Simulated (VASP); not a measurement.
Wanted: the native input for a VASP 6.6.1 run.

- Task: relaxation of cell and atoms
- Functional: PBE
- Potentials or basis: VASP PAW PBE potentials, release 64 (Al, B, N)
- Cutoff: 600 eV
- k mesh: 6 × 6 × 2
- Occupations: gaussian, width 0.1 eV
- Spin: no spin polarisation
- Dipole correction: no
- Further INCAR settings: ALGO = Normal; EDIFF = 1e-06; IBRION = 2; EDIFFG = -0.04; NSW = 90; ISIF = 3

The structure of AlB2N3 lies in POSCAR:

```
AlB2N3
1.0
    3.0788343700      0.0000000000      0.0000000000
   -1.5394171900      2.6663487800      0.0000000000
    0.0000000000      0.0000000000      7.5415732200
Al B N
1 2 3
Direct
    0.0000000000      0.0000000000      0.0000000000
    0.3333333300      0.6666666700      0.6666666700
    0.6666666700      0.3333333300      0.3333333300
    0.6666666700      0.3333333300      0.8333333300
    0.3333333300      0.6666666700      0.1666666700
    0.0000000000      0.0000000000      0.5000000000
```

One way to write it, as run:

INCAR

```
ALGO     = Normal         # electronic algorithm
EDIFF    = 1E-6           # SCF threshold, eV
EDIFFG   = -0.04          # ionic threshold
ENCUT    = 600            # plane-wave cutoff, eV
GGA      = PE             # functional
IBRION   = 2              # ionic algorithm
ISIF     = 3              # what is computed and relaxed
ISMEAR   = 0              # smearing method
LASPH    = True           # aspherical terms in the spheres
LCHARG   = False          # write CHGCAR
LREAL    = False          # projectors in reciprocal space
LWAVE    = False          # write WAVECAR
NELM     = 80             # most SCF steps
NSW      = 90             # ionic steps
PREC     = Accurate       # precision mode
SIGMA    = 0.1            # smearing width, eV
```

KPOINTS

```
k-points
0
Gamma
  6 6 2
```

Potentials or basis: VASP PAW PBE potentials, release 64 (Al, B, N).

Run with:

```sh
$ cat potpaw_PBE.64/Al/POTCAR potpaw_PBE.64/B/POTCAR potpaw_PBE.64/N/POTCAR > POTCAR
$ mpirun -np 1 vasp_std > vasp.out
```

Results of the run:

| Quantity | Value |
| --- | --- |
| Relaxed volume | 6.39 Å³/atom |
| Relaxed cell | a = 2.623 Å, b = 2.623 Å, c = 6.439 Å, α = 90.00°, β = 90.00°, γ = 120.00° |
| Space group after relaxing (to 0.05 Å) | P-3m1 (No. 164) |
| Energy gained by relaxing | 1052.1 meV/atom |
| Ionic steps | 9 |
| Pressure after relaxing | 0.2 GPa |
| Largest force after relaxing | 0.009 eV/Å |
| Band gap on the k mesh | 1.70 eV, indirect (least direct gap 2.81 eV) |

Caveat: the volume moved by over 15 % at a fixed basis, so the end points are rough.

Wall time 110 s on 1 thread of Intel Xeon 6975P-C, on a shared host, peak memory 0.22 GiB.
